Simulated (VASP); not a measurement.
# H3CCl in VASP: single point with PBE

Aim: the single point of H3CCl with PBE.

Program: VASP 6.6.1. These are calculated values, not measurements. Logs are shortened: lines on timing, memory, paths and dates and some standing lists are left out, and cuts for length are marked.

## Step 1: The cell of the first run

The cell holds a disordered packing, 40 atoms: a = 8.717 Å, b = 8.717 Å, c = 8.717 Å, α = 90.00°, β = 90.00°, γ = 90.00°.

## Step 2: Single point, PBE

The input, INCAR:

```
PREC     = Accurate       # precision mode
ENCUT    = 1000           # plane-wave cutoff, eV
EDIFF    = 1E-6           # SCF threshold, eV
ISMEAR   = -1             # smearing method
SIGMA    = 0.05           # smearing width, eV
LREAL    = Auto         
LASPH    = True           # aspherical terms in the spheres
NELM     = 120            # most SCF steps
ALGO     = Normal         # electronic algorithm
ISIF     = 2              # what is computed and relaxed
LWAVE    = False          # write WAVECAR
LCHARG   = False          # write CHGCAR
GGA      = PE             # functional
NBANDS   = 82             # bands
GGA_COMPAT= False
```

The input, KPOINTS:

```
Automatic mesh
0
Gamma
  1 1 1
```

The input, POSCAR:

```
H3CCl
1.0
    8.7171280000      0.0000000000      0.0000000000
    0.0000000000      8.7171280000      0.0000000000
    0.0000000000      0.0000000000      8.7171280000
C Cl H
8 8 24
Direct
    0.3040597302      0.7124144034      0.0459808409
    0.7066224307      0.5687650267      0.2452603422
    0.6150127533      0.9672765559      0.4154777605
    0.9651723002      0.0722150394      0.9125727689
    0.5729683329      0.3293827455      0.8162498494
    0.3008750376      0.4356272133      0.4427138401
    0.2297952580      0.8689272332      0.4594657970
    0.7894134609      0.7065940725      0.8023225939
    0.1961461043      0.6802822946     -0.1263451518
    0.7413119435      0.5118551183      0.4399141311
    0.7685418718      1.0897915861      0.4755101455
    0.8887260167      0.0284300488      1.0982902269
    0.4784951768      0.2872091164      0.9941493880
    0.1903580975      0.2800347954      0.5190259163
    0.0550017564      0.7618510729      0.4509066583
    0.5990595867      0.7808197782      0.7767452939
    0.2882964852      0.8319626471      0.0804651028
    0.2610572715      0.6341463829      0.1344449136
    0.4249727882      0.6901397330      0.0200722816
    0.7902586300      0.6574030228      0.2146303771
    0.7176630006      0.4673018212      0.1721262931
    0.5895930764      0.6144100172      0.2379814448
    0.6431738325      0.8480603607      0.4461115962
    0.5104643387      1.0039644992      0.4762774178
    0.6003765421      0.9790109060      0.2909449365
    1.0208691618      0.1848463419      0.9190352854
    1.0492431871     -0.0162279795      0.8831141551
    0.8713534871      0.0736990728      0.8283985677
    0.5576887344      0.4515730239      0.7918735861
    0.6948508998      0.3010336269      0.8282561221
    0.5208018908      0.2593439342      0.7260052665
    0.3601033632      0.4927073994      0.5375485392
    0.3836291653      0.3890310780      0.3606311266
    0.2211094091      0.5154205378      0.3876031092
    0.2397920736      0.9204947108      0.5734512429
    0.3256516165      0.7898731728      0.4402432021
    0.2268947388      0.9590505812      0.3715927668
    0.8711045033      0.7949705892      0.7668186116
    0.8049186000      0.6775411014      0.9236165074
    0.8008927465      0.6056637186      0.7287291471
```

Potentials or basis: VASP PAW PBE potentials, release 64 (C_h, Cl, H_h).

Run with:

```console
> cat potpaw_PBE.64/C_h/POTCAR potpaw_PBE.64/Cl/POTCAR potpaw_PBE.64/H_h/POTCAR > POTCAR
> mpirun -np 1 vasp_gam > vasp.out
```

OUTCAR:

```text
PREC = Accurate
   ENCUT = 1000
   EDIFF = 1E-6
   ISMEAR = -1
   LREAL = Auto
   LASPH = True
   NELM = 120
   ISIF = 2
   GGA = PE

 ion  position               nearest neighbor table
   1  0.304  0.712  0.046-  17 1.09  19 1.10  18 1.10   9 1.79
   2  0.707  0.569  0.245-  21 1.09  20 1.10  22 1.10  10 1.79
   3  0.615  0.967  0.415-  25 1.10  23 1.10  24 1.10  11 1.79
   4  0.965  0.072  0.913-  27 1.09  26 1.10  28 1.10  12 1.79
   5  0.573  0.329  0.816-  29 1.09  31 1.09  30 1.10  13 1.79
   6  0.301  0.436  0.443-  33 1.09  32 1.09  34 1.09  14 1.79
   7  0.230  0.869  0.459-  35 1.09  36 1.10  37 1.10  15 1.79
   8  0.789  0.707  0.802-  40 1.09  38 1.09  39 1.10  16 1.79
   9  0.196  0.680  0.874-   1 1.79
  10  0.741  0.512  0.440-   2 1.79
  11  0.769  0.090  0.476-   3 1.79
  12  0.889  0.028  0.098-   4 1.79
  13  0.478  0.287  0.994-   5 1.79
  14  0.190  0.280  0.519-   6 1.79
[... 24 lines left out ...]
  39  0.805  0.678  0.924-   8 1.10
  40  0.801  0.606  0.729-   8 1.09

  LATTYP: Found a simple cubic cell.
 ALAT       =     8.7171280000

  Lattice vectors:

 A1 = (   8.7171280000,   0.0000000000,   0.0000000000)
 A2 = (   0.0000000000,   8.7171280000,   0.0000000000)
 A3 = (   0.0000000000,   0.0000000000,   8.7171280000)

Analysis of symmetry for initial positions (statically):
=====================================================================
 Subroutine PRICEL returns:
 Original cell was already a primitive cell.

 Routine SETGRP: Setting up the symmetry group for a
 simple cubic supercell.

 Subroutine GETGRP returns: Found  1 space group operations
 (whereof  1 operations were pure point group operations)
 out of a pool of 48 trial point group operations.

The static configuration has the point symmetry C_1 .

Analysis of symmetry for dynamics (positions and initial velocities):
=====================================================================
 Subroutine PRICEL returns:
 Original cell was already a primitive cell.

 Routine SETGRP: Setting up the symmetry group for a
 simple cubic supercell.

 Subroutine GETGRP returns: Found  1 space group operations
 (whereof  1 operations were pure point group operations)
 out of a pool of 48 trial point group operations.

[... 152 lines left out ...]
   EDIFF  = 0.1E-05   stopping-criterion for ELM
   LREAL  =      T    real-space projection
   EDIFFG = 0.1E-04   stopping-criterion for IOM
   NSW    =      0    number of steps for IOM
   IBRION =     -1    ionic relax: 0-MD 1-quasi-New 2-CG
   NFREE  =      0    steps in history (QN), initial steepest desc. (CG)
   ISIF   =      2    stress and relaxation
   ISYM   =      2    0-nonsym 1-usesym 2-fastsym
   POTIM  = 0.5000    time-step for ionic-motion
   TEBEG  =    0.0;   TEEND  =   0.0 temperature during run
   PSTRESS=    0.0 pullay stress
   NELECT =     112.0000    total number of electrons
   NUPDOWN=      -1.0000    fix difference up-down
   EMIN   =  10.00;   EMAX   =-10.00  energy-range for DOS
   EFERMI =   0.00;   METHOD = LEGACY
   ISMEAR =    -1;   SIGMA  =   0.05  broadening in eV -4-tet -1-fermi 0-gaus
   EFERMI_NEDOS =   21; number of points for ismear=-14 and -15
   IALGO  =     38    algorithm
   IMIX   =      4    mixing-type and parameters
     AMIX     =   0.40;   BMIX     =  1.00
     AMIX_MAG =   1.60;   BMIX_MAG =  1.00
  volume/ion in A,a.u.               =      16.56       111.75
  Fermi-wavevector in a.u.,A,eV,Ry     =   0.905262  1.710696 11.149954  0.819499
  Thomas-Fermi vector in A             =   2.028808
   LORBIT       =      0    0 simple, 1 ext, 2 COOP (PROOUT), +10 PAW based schemes
   GGA     = PE    functional components
   LHFCALC =     F    Hartree Fock is set to
   AEXX    =    0.0000 exact exchange contribution
   IVDW    =     0    specifies the selected vdW correction
   LEPSILON=     F    determine dielectric tensor
   LRPA    =     F    only Hartree local field effects (RPA)
 non-spin polarized calculation
  energy-cutoff  :     1000.00
  volume of cell :      662.40
 maximum number of plane-waves:     23749
 NGX is ok and might be reduce to    90
   NGX = 45   NGY = 45   NGZ = 45

 number of electron     111.9999999 magnetization

 Free energy of the ion-electron system (eV)
  ---------------------------------------------------
  ext. energy  EPLUGINS =         0.00000000
  ---------------------------------------------------
  free energy    TOTEN  =      -179.86680121 eV

  energy without entropy =     -179.86680121  energy(sigma->0) =     -179.86680121

 E-fermi :  -1.8254     XC(G=0):  -6.2678

 val. band max:       -3.0410411171   @ k =   0.0000   0.0000   0.0000
 cond. band min:       2.2267555583   @ k =   0.0000   0.0000   0.0000
 fundamental gap:      5.2677966754
 Fermi energy:        -1.8253527819

 k-point     1 :       0.0000    0.0000    0.0000
  band No.  band energies     occupation
      1     -17.7624      2.00000
      2     -17.6880      2.00000
      3     -17.6462      2.00000
      4     -17.6067      2.00000
      5     -17.5986      2.00000
      6     -17.5428      2.00000
[... 60 lines left out ...]
     67       4.2582      0.00000
     68       4.4036      0.00000
 [bands above 68 left out]

------------------------ aborting loop because EDIFF is reached ----------------------------------------

  FORCE on cell =-STRESS in cart. coord.  units (eV):
  Direction    XX          YY          ZZ          XY          YZ          ZX
  --------------------------------------------------------------------------------------
  -------------------------------------------------------------------------------------
  Total       -0.0197284      0.3510905     -0.0286647     -0.1807628      0.2503281     -0.3431930
  in kB       -0.0477179      0.8491988     -0.0693327     -0.4372193      0.6054802     -0.8300969
  external PRESSURE =       0.2440494 kB  Pullay stress =       0.0000000 kB

 VOLUME and BASIS-vectors are now :
 -----------------------------------------------------------------------------
  energy-cutoff  :     1000.00
  volume of cell :      662.40
      direct lattice vectors                 reciprocal lattice vectors
     8.717128000  0.000000000  0.000000000     0.114716682  0.000000000  0.000000000
     0.000000000  8.717128000  0.000000000     0.000000000  0.114716682  0.000000000
     0.000000000  0.000000000  8.717128000     0.000000000  0.000000000  0.114716682

 POSITION                                       TOTAL-FORCE (eV/Angst)
 -----------------------------------------------------------------------------------
      2.65053      6.21021      0.40082        -0.031373     -0.057793     -0.029068
      6.15972      4.95800      2.13797        -0.044012      0.014512      0.053820
      5.36114      8.43187      3.62177        -0.087480      0.003000      0.107081
      8.41353      0.62951      7.95501        -0.023652      0.100560     -0.003244
      4.99464      2.87127      7.11535        -0.010355     -0.038070      0.019995
      2.62277      3.79742      3.85919        -0.031421     -0.045748      0.007656
[... 32 lines left out ...]
      7.01658      5.90621      8.05128        -0.002650      0.021265     -0.102275
      6.98148      5.27965      6.35243         0.047987      0.022730      0.077231
 -----------------------------------------------------------------------------------
    total drift:                                0.001465     -0.009105     -0.007096

  FREE ENERGIE OF THE ION-ELECTRON SYSTEM (eV)
  ---------------------------------------------------
  free  energy   TOTEN  =      -179.8668012088 eV

  energy  without entropy=     -179.8668012087  energy(sigma->0) =     -179.86680121
```

Run time: 5.9 min. Hardware: 1 thread of Intel Xeon Platinum 8375C at 2.90GHz (Ice Lake), shared host; peak memory 1.2 GiB.

Results:

| Item | Value |
| --- | --- |
| Free energy | -179.8668 eV |
| Pressure | 0.0 GPa |
| Largest force | 0.281 eV/Å |
| Band gap on the k mesh | 5.27 eV |

Forces in eV/Å, atoms in the order of the input:
```
C   -0.031 -0.058 -0.029
C   -0.044  0.015  0.054
C   -0.087  0.003  0.107
C   -0.024  0.101 -0.003
C   -0.010 -0.038  0.020
C   -0.031 -0.046  0.008
C   -0.031  0.044 -0.076
C   -0.014  0.052 -0.001
Cl   0.084  0.038  0.063
Cl  -0.054  0.052 -0.189
Cl  -0.127 -0.090 -0.033
Cl   0.063  0.051 -0.110
Cl   0.017 -0.014 -0.076
Cl   0.069  0.057 -0.027
Cl   0.073  0.040  0.025
Cl   0.062 -0.065  0.075
H   -0.036 -0.005  0.002
H   -0.002  0.058 -0.077
H   -0.111  0.003  0.019
H   -0.016 -0.044  0.025
H    0.012  0.020  0.040
H    0.114 -0.039 -0.009
H    0.008  0.210 -0.004
H    0.228 -0.082 -0.143
H    0.049  0.063  0.102
H   -0.042 -0.084 -0.035
H   -0.003  0.015 -0.021
H    0.084 -0.006  0.100
H   -0.022 -0.045  0.004
H   -0.099  0.009  0.002
H    0.021  0.030  0.061
H    0.006 -0.035  0.000
H   -0.009 -0.002  0.030
H    0.023 -0.058  0.025
H   -0.027 -0.030 -0.001
H   -0.047  0.010 -0.005
H   -0.040 -0.102  0.082
H   -0.051 -0.073  0.020
H   -0.003  0.021 -0.102
H    0.048  0.023  0.077
```

Caveat: the k points lie up to 0.72 Å⁻¹ apart.
